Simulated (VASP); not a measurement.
# C (Fd-3m) in VASP: single point with LDA

Aim: the single point of C with LDA.

Everything below comes from runs of VASP 6.6.1. Logs are shortened: lines on timing, memory, paths and dates and some standing lists are left out, and cuts for length are marked.

### 1 The cell of the first run

Symmetry: Fd-3m, No. 227, cubic system. The conventional cell has a = 3.567 Å, b = 3.567 Å, c = 3.567 Å, α = 90.00°, β = 90.00°, γ = 90.00°. C (site symmetry -43m) has 4 C at 1.54 Å within 2.1 Å.

### 2 Single point, LDA

Contents of INCAR:

```
SYSTEM = C
ALGO = Normal ; EDIFF = 1E-6
ENCUT = 600 ; GGA_COMPAT = .FALSE.
ISIF = 2 ; ISMEAR = 0
LASPH = .TRUE. ; LCHARG = .FALSE.
LREAL = .FALSE. ; LWAVE = .FALSE.
NBANDS = 11 ; NELM = 120
PREC = Accurate ; SIGMA = 0.01
```

Contents of KPOINTS:

```
k-points
0
G
  9 9 9
  0 0 0
```

Contents of POSCAR:

```
C
1.0
    0.0000000000      1.7833700000      1.7833700000
    1.7833700000      0.0000000000      1.7833700000
    1.7833700000      1.7833700000      0.0000000000
C
2
Direct
    0.0000000000      0.0000000000      0.0000000000
    0.2500000000      0.2500000000      0.2500000000
```

Potentials or basis: VASP PAW LDA potentials, release 64 (C).

Run with:

```sh
cat potpaw_LDA.64/C/POTCAR > POTCAR
mpirun -np 1 vasp_std > vasp.out
```

OUTCAR:

```text
SYSTEM = C
   EDIFF = 1E-6
   ENCUT = 600
   ISIF = 2
   ISMEAR = 0
   LASPH = .TRUE.
   LREAL = .FALSE.
   NELM = 120
   PREC = Accurate

 ion  position               nearest neighbor table
   1  0.000  0.000  0.000-   2 1.54   2 1.54   2 1.54   2 1.54
   2  0.250  0.250  0.250-   1 1.54   1 1.54   1 1.54   1 1.54

  LATTYP: Found a face centered cubic cell.
 ALAT       =     3.5667400000

  Lattice vectors:

 A1 = (   0.0000000000,   1.7833700000,   1.7833700000)
 A2 = (   1.7833700000,   0.0000000000,   1.7833700000)
 A3 = (   1.7833700000,   1.7833700000,   0.0000000000)

Analysis of symmetry for initial positions (statically):
=====================================================================
 Subroutine PRICEL returns:
 Original cell was already a primitive cell.

 Routine SETGRP: Setting up the symmetry group for a
 face centered cubic supercell.

 Subroutine GETGRP returns: Found 48 space group operations
 (whereof 24 operations were pure point group operations)
 out of a pool of 48 trial point group operations.

The static configuration has the point symmetry T_d .
 The point group associated with its full space group is O_h .

Analysis of symmetry for dynamics (positions and initial velocities):
=====================================================================
 Subroutine PRICEL returns:
 Original cell was already a primitive cell.

 Routine SETGRP: Setting up the symmetry group for a
 face centered cubic supercell.

 Subroutine GETGRP returns: Found 48 space group operations
 (whereof 24 operations were pure point group operations)
 out of a pool of 48 trial point group operations.

The dynamic configuration has the point symmetry T_d .
 The point group associated with its full space group is O_h .

 Subroutine INISYM returns: Found 48 space group operations
 (whereof 24 operations are pure point group operations),
 and found     1 'primitive' translations

----------------------------------------------------------------------------------------

                                     Primitive cell

  volume of cell :      11.3437

  direct lattice vectors                    reciprocal lattice vectors
     0.000000000  1.783370000  1.783370000    -0.280368067  0.280368067  0.280368067
     1.783370000  0.000000000  1.783370000     0.280368067 -0.280368067  0.280368067
     1.783370000  1.783370000  0.000000000     0.280368067  0.280368067 -0.280368067

  length of vectors
     2.522066041  2.522066041  2.522066041     0.485611737  0.485611737  0.485611737

  position of ions in fractional coordinates (direct lattice)
     0.000000000  0.000000000  0.000000000
     0.250000000  0.250000000  0.250000000

  ion indices of the primitive-cell ions
   primitive index   ion index
                 1           1
                 2           2

----------------------------------------------------------------------------------------

 KPOINTS: k-points

Automatic generation of k-mesh.
 Grid dimensions read from file:
 generate k-points for:    9    9    9

 Generating k-lattice:

  Cartesian coordinates                     Fractional coordinates (reciprocal lattice)
    -0.031152007  0.031152007  0.031152007     0.111111111  0.000000000  0.000000000
     0.031152007 -0.031152007  0.031152007     0.000000000  0.111111111  0.000000000
     0.031152007  0.031152007 -0.031152007     0.000000000  0.000000000  0.111111111

  Length of vectors
     0.053956860  0.053956860  0.053956860

  Shift w.r.t. Gamma in fractional coordinates (k-lattice)
     0.000000000  0.000000000  0.000000000

 Subroutine IBZKPT returns following result:
 ===========================================

 Found     35 irreducible k-points:

 Following reciprocal coordinates:
            Coordinates               Weight
  0.000000  0.000000  0.000000      1.000000
  0.111111  0.000000  0.000000      8.000000
  0.222222  0.000000  0.000000      8.000000
  0.333333  0.000000  0.000000      8.000000
  0.444444  0.000000  0.000000      8.000000
  0.111111  0.111111  0.000000      6.000000
[... 16 lines left out ...]
 -0.333333  0.333333  0.000000     12.000000
  0.444444  0.444444  0.000000      6.000000
 [... further k-points ...]
   k-points           NKPTS =     35   k-points in BZ     NKDIM =     35   number of bands    NBANDS=     11
   number of dos      NEDOS =    301   number of ions     NIONS =      2
   total plane-waves  NPLWV =   8000
   dimension x,y,z NGX =    20 NGY =   20 NGZ =   20
   dimension x,y,z NGXF=    40 NGYF=   40 NGZF=   40
   ions per type =               2
   NGX,Y,Z   is equivalent  to a cutoff of  13.18, 13.18, 13.18 a.u.
   NGXF,Y,Z  is equivalent  to a cutoff of  26.37, 26.37, 26.37 a.u.
 SYSTEM =  C
   PREC   = accura    normal or accurate (medium, high low for compatibility)
   ISTART =      0    job   : 0-new  1-cont  2-samecut
   ICHARG =      2    charge: 1-file 2-atom 10-const
   ISPIN  =      1    spin polarized calculation?
   LNONCOLLINEAR =      F non collinear calculations
   LSORBIT =      F    spin-orbit coupling
   LASPH  =      T    aspherical Exc in radial PAW
   ENCUT  =  600.0 eV  44.10 Ry    6.64 a.u.   5.04  5.04  5.04*2*pi/ulx,y,z
   NELM   =    120;   NELMIN=  2; NELMDL= -5     # of ELM steps
   EDIFF  = 0.1E-05   stopping-criterion for ELM
   LREAL  =      F    real-space projection
   EDIFFG = 0.1E-04   stopping-criterion for IOM
   NSW    =      0    number of steps for IOM
   IBRION =     -1    ionic relax: 0-MD 1-quasi-New 2-CG
   NFREE  =      0    steps in history (QN), initial steepest desc. (CG)
   ISIF   =      2    stress and relaxation
   ISYM   =      2    0-nonsym 1-usesym 2-fastsym
   POTIM  = 0.5000    time-step for ionic-motion
   TEBEG  =    0.0;   TEEND  =   0.0 temperature during run
   PSTRESS=    0.0 pullay stress
   NELECT =       8.0000    total number of electrons
   NUPDOWN=      -1.0000    fix difference up-down
   EMIN   =  10.00;   EMAX   =-10.00  energy-range for DOS
   EFERMI =   0.00;   METHOD = LEGACY
   ISMEAR =     0;   SIGMA  =   0.01  broadening in eV -4-tet -1-fermi 0-gaus
   EFERMI_NEDOS =   21; number of points for ismear=-14 and -15
   IALGO  =     38    algorithm
   IMIX   =      4    mixing-type and parameters
     AMIX     =   0.40;   BMIX     =  1.00
     AMIX_MAG =   1.60;   BMIX_MAG =  1.00
  volume/ion in A,a.u.               =       5.67        38.28
  Fermi-wavevector in a.u.,A,eV,Ry     =   1.457203  2.753714 28.891161  2.123440
  Thomas-Fermi vector in A             =   2.574032
   LORBIT       =      0    0 simple, 1 ext, 2 COOP (PROOUT), +10 PAW based schemes
   GGA     = CA    functional components
   LHFCALC =     F    Hartree Fock is set to
   AEXX    =    0.0000 exact exchange contribution
   IVDW    =     0    specifies the selected vdW correction
   LEPSILON=     F    determine dielectric tensor
   LRPA    =     F    only Hartree local field effects (RPA)
 non-spin polarized calculation
 Gauss-broadening in eV      SIGMA  =   0.01
  energy-cutoff  :      600.00
  volume of cell :       11.34
 maximum number of plane-waves:       385
   NGX =  9   NGY =  9   NGZ =  9

 number of electron       7.9999999 magnetization

 Free energy of the ion-electron system (eV)
  ---------------------------------------------------
  ext. energy  EPLUGINS =         0.00000000
  ---------------------------------------------------
  free energy    TOTEN  =       -20.24130057 eV

  energy without entropy =      -20.24130057  energy(sigma->0) =      -20.24130057

 E-fermi :   9.8154     XC(G=0): -13.4996

 val. band max:        9.7221008213   @ k =   0.0000   0.0000   0.0000
 cond. band min:      13.8454986963   @ k =   0.3333   0.3333   0.0000
 fundamental gap:      4.1233978750
 Fermi energy:         9.8154146455

 k-point     1 :       0.0000    0.0000    0.0000
  band No.  band energies     occupation
      1     -11.5957      2.00000
      2       9.7221      2.00000
      3       9.7221      2.00000
      4       9.7221      2.00000
      5      15.2648      0.00000
      6      15.2648      0.00000
      7      15.2648      0.00000
      8      23.2780      0.00000
      9      28.7265      0.00000
     10      36.3537      0.00000
     11      36.3537      0.00000

 k-point     2 :       0.1111    0.0000    0.0000
  band No.  band energies     occupation
      1     -11.2547      2.00000
      2       7.7480      2.00000
      3       9.1879      2.00000
      4       9.1879      2.00000
      5      15.9648      0.00000
      6      15.9648      0.00000
      7      16.3710      0.00000
      8      23.5100      0.00000
      9      29.2426      0.00000
     10      33.4259      0.00000
     11      33.4259      0.00000

 k-point     3 :       0.2222    0.0000    0.0000
  band No.  band energies     occupation
      1     -10.2382      2.00000
      2       4.1329      2.00000
      3       8.2109      2.00000
      4       8.2109      2.00000
      5      17.1968      0.00000
      6      17.1968      0.00000
      7      17.6847      0.00000
      8      24.1286      0.00000
      9      30.0118      0.00000
     10      32.0403      0.00000
     11      32.0403      0.00000
[... 267 lines left out ...]
 k-point    23 :      -0.3333    0.3333    0.0000
  band No.  band energies     occupation
      1      -4.1382      2.00000
      2      -1.0773      2.00000
      3       0.3217      2.00000
      4       5.0449      2.00000
      5      16.0077      0.00000
      6      22.5271      0.00000
      7      23.1672      0.00000
      8      24.6482      0.00000
      9      26.4233      0.00000
     10      33.3335      0.00000
     11      34.1625      0.00000

 k-point    24 :       0.4444    0.4444    0.0000
  band No.  band energies     occupation
      1      -4.6048      2.00000
      2      -1.0628      2.00000
      3       3.5420      2.00000
      4       3.5420      2.00000
      5      14.0184      0.00000
      6      15.1020      0.00000
      7      25.9820      0.00000
      8      25.9820      0.00000
      9      32.2089      0.00000
     10      32.8642      0.00000
     11      42.2759      0.00000

 [... further k-points ...]

------------------------ aborting loop because EDIFF is reached ----------------------------------------

  FORCE on cell =-STRESS in cart. coord.  units (eV):
  Direction    XX          YY          ZZ          XY          YZ          ZX
  --------------------------------------------------------------------------------------
  -------------------------------------------------------------------------------------
  Total       -0.8759043     -0.8759043     -0.8759043     -0.0000000     -0.0000000      0.0000000
  in kB     -123.7123038   -123.7123038   -123.7123038     -0.0000000     -0.0000000      0.0000000
  external PRESSURE =    -123.7123038 kB  Pullay stress =       0.0000000 kB

 VOLUME and BASIS-vectors are now :
 -----------------------------------------------------------------------------
  energy-cutoff  :      600.00
  volume of cell :       11.34
      direct lattice vectors                 reciprocal lattice vectors
     0.000000000  1.783370000  1.783370000    -0.280368067  0.280368067  0.280368067
     1.783370000  0.000000000  1.783370000     0.280368067 -0.280368067  0.280368067
     1.783370000  1.783370000  0.000000000     0.280368067  0.280368067 -0.280368067

 POSITION                                       TOTAL-FORCE (eV/Angst)
 -----------------------------------------------------------------------------------
      0.00000      0.00000      0.00000         0.000000      0.000000      0.000000
      0.89168      0.89168      0.89168        -0.000000     -0.000000     -0.000000
 -----------------------------------------------------------------------------------
    total drift:                                0.000000      0.000000      0.000000

  FREE ENERGIE OF THE ION-ELECTRON SYSTEM (eV)
  ---------------------------------------------------
  free  energy   TOTEN  =       -20.2413005718 eV

  energy  without entropy=      -20.2413005718  energy(sigma->0) =      -20.24130057
```

It used 4.3 s of CPU time on 1 thread of AMD EPYC 7R13 Processor (Zen 3) (shared host).

Results:

```yaml
Free_energy: -20.2413 eV
Pressure: -12.4 GPa
Band_gap_on_the_k_mesh: 4.12 eV, indirect (least direct gap 5.54 eV)
```

Levels at points of the mesh, in eV from the valence-band top:
```csv
k point,band 1,band 2,band 3,band 4,band 5,band 6,band 7,band 8,band 9
"(0.00, 0.00, 0.00)",-21.32,0.00,0.00,0.00,5.54,5.54,5.54,13.56,19.00
```

A k mesh can miss the band edges. A hybrid or GW would open this gap; LDA tends to underestimate it.
